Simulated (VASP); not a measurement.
The system is MnSb.

```
Mn Sb
1.0
     4.15000    0.00000    0.00000
    -2.07500    3.59401    0.00000
     0.00000    0.00000    5.78000
Mn Sb
2 2
Direct
  0.00000 0.00000 0.00000
  0.00000 0.00000 0.50000
  0.33333 0.66667 0.25000
  0.66667 0.33333 0.75000
```

Base run:

```yaml
Program: VASP 6.6.1
Functional: PBE
Potentials_or_basis: VASP PAW PBE potentials, release 64 (Mn_pv, Sb)
Cutoff: 520 eV
k_mesh: 9 × 9 × 6
Occupations: fermi-dirac, width 0.05 eV
Spin: no spin polarisation
```

Its results: band gap on the k mesh zero (bands 18 and 19 overlap by 0.30 eV); pressure -16.1 GPa.

Task: The run is repeated on the same cell with these changes: spin from no spin polarisation to collinear spin, antiferromagnetic start; further incar settings from ALGO = Normal; EDIFF = 1e-06; NBANDS = 26 to ALGO = Normal; EDIFF = 1e-06; NBANDS = 30. What comes out?

Result: Band gap on the k mesh zero (filled and empty bands overlap); pressure -3.6 GPa; net moment 0.00 μB per cell; site moments Mn +3.34, -3.34; Sb +0.00 μB.

Caveats: the cell stands under tension; spin-orbit coupling is left out, which moves the levels of the heavy elements.
